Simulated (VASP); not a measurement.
Fe: single point with PBE+U

Crystal: Fe.

```
Fe
1.0
    -1.43040    1.43040    1.43040
     1.43040   -1.43040    1.43040
     1.43040    1.43040   -1.43040
Fe
1
Direct
  0.00000 0.00000 0.00000
```

- Program: VASP 6.6.1
- Task: single point
- Functional: PBE
- Potentials or basis: VASP PAW PBE potentials, release 64 (Fe)
- Cutoff: 520 eV
- k mesh: 12 × 12 × 12
- Occupations: fermi-dirac, width 0.05 eV
- Spin: collinear spin, ferromagnetic start
- Starting moments: [4.0] μB
- Hubbard terms: Fe d U = 5.3 eV
- Dipole correction: no
- Further INCAR settings: ALGO = Normal; EDIFF = 1e-06; NBANDS = 14

```yaml
Pressure: 16.1 GPa
Net_moment: 2.84 μB per cell
Site_moments: Fe +2.98 μB
Valence_electrons_inside_the_program's_atomic_spheres: Fe 7.26
```

Levels at points of the mesh, in eV from the Fermi level:
Spin up:
```csv
k point,band 2,band 3,band 4,band 5,band 6,band 7,band 8,band 9
"(0.00, 0.00, 0.00)",-5.14,-5.14,-5.14,-3.97,-3.97,24.56,24.56,24.56
"(0.50, 0.00, 0.00)",-6.11,-3.90,-3.83,-2.62,0.29,5.50,17.89,19.36
"(0.50, 0.50, 0.50)",-7.29,-2.86,-2.86,-2.86,9.42,9.42,9.42,12.57
```
Spin down:
```
           k point  band 1  band 2  band 3  band 4  band 5  band 6  band 7  band 8
(0.00, 0.00, 0.00)   -8.57    0.38    0.38    0.38    3.43    3.43   23.85   23.85
(0.50, 0.00, 0.00)   -3.08   -0.94    0.12    3.01    3.37    3.72    8.86   17.60
(0.50, 0.50, 0.50)   -1.57   -1.57    3.06    3.06    3.06    9.57    9.57    9.57
```

Eigenvalues of the final occupation matrices:
```csv
site,spin,trace,eigenvalues
site 1 d,1,4.71,0.94 0.94 0.94 0.95 0.95
site 1 d,2,1.55,0.18 0.18 0.39 0.39 0.39
```

Wall time 16 s on 1 thread of AMD EPYC 9R45 96-Core Processor (Zen 5), on a shared host, peak memory 0.1 GiB.

Caveat: the U is typed as a test and isn't derived for this compound. The state reached can hang on the start; a lower one may exist.
